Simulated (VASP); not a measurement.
Set up this calculation in VASP 6.6.1, as the native input.

```yaml
Task: relaxation of the atoms
Functional: r2SCAN
Potentials_or_basis: VASP PAW PBE potentials, release 64 (Na_pv, H)
Cutoff: 520 eV
k_mesh: 10 × 10 × 10
Occupations: fermi-dirac, width 0.02 eV
Spin: no spin polarisation
Dipole_correction: no
Further_INCAR_settings: ALGO = Normal; EDIFF = 1e-06; IBRION = 2; EDIFFG = -0.01; NSW = 50
```

The system is NaH.

```
Na H
1.0
     0.00000    2.38128    2.38128
     2.38128    0.00000    2.38128
     2.38128    2.38128    0.00000
Na H
1 1
Direct
  0.00000 0.00000 0.00000
  0.50000 0.50000 0.50000
```

One way to write it, as run:

POSCAR

```
NaH
1.0
    0.0000000000      2.3812822600      2.3812822600
    2.3812822600      0.0000000000      2.3812822600
    2.3812822600      2.3812822600      0.0000000000
Na H
1 1
Direct
    0.0000000000      0.0000000000      0.0000000000
    0.5000000000      0.5000000000      0.5000000000
```

INCAR.step1

```
PREC = Accurate
ENCUT = 520
ISMEAR = -1
SIGMA = 0.02
LREAL = F
LASPH = T
NELM = 80
GGA = PE
ALGO = Normal
EDIFF = 1E-4
LWAVE = T
LCHARG = F
```

INCAR.step2

```
PREC = Accurate
ENCUT = 520
EDIFF = 1E-6
ISMEAR = -1
SIGMA = 0.02
LREAL = F
LASPH = T
NELM = 80
ALGO = Normal
ISIF = 2
LWAVE = F
LCHARG = F
METAGGA = R2SCAN
LMIXTAU = T
IBRION = 2
NSW = 50
EDIFFG = -0.01
ISTART = 1
```

KPOINTS

```
regular mesh
0
Gamma
  10 10 10
```

Potentials or basis: VASP PAW PBE potentials, release 64 (Na_pv, H).

Run with:

```sh
$ cat potpaw_PBE.64/Na_pv/POTCAR potpaw_PBE.64/H/POTCAR > POTCAR
$ cp INCAR.step1 INCAR
$ mpirun -np 1 vasp_std > vasp.out
$ cp INCAR.step2 INCAR
$ mpirun -np 1 vasp_std > vasp.out
```

Results of the run:

* Pressure after relaxing: 0.3 GPa
* Band gap on the k mesh: 4.47 eV, indirect (least direct gap 5.30 eV)

Caveat: the relaxation stopped at its first step, so nothing moved; the PAW data sets were made with another functional, which shifts forces and pressure a little.

It took 81 s on 1 thread of Oxide Virtual Turin-like Processor (shared host), peak memory 0.12 GiB.
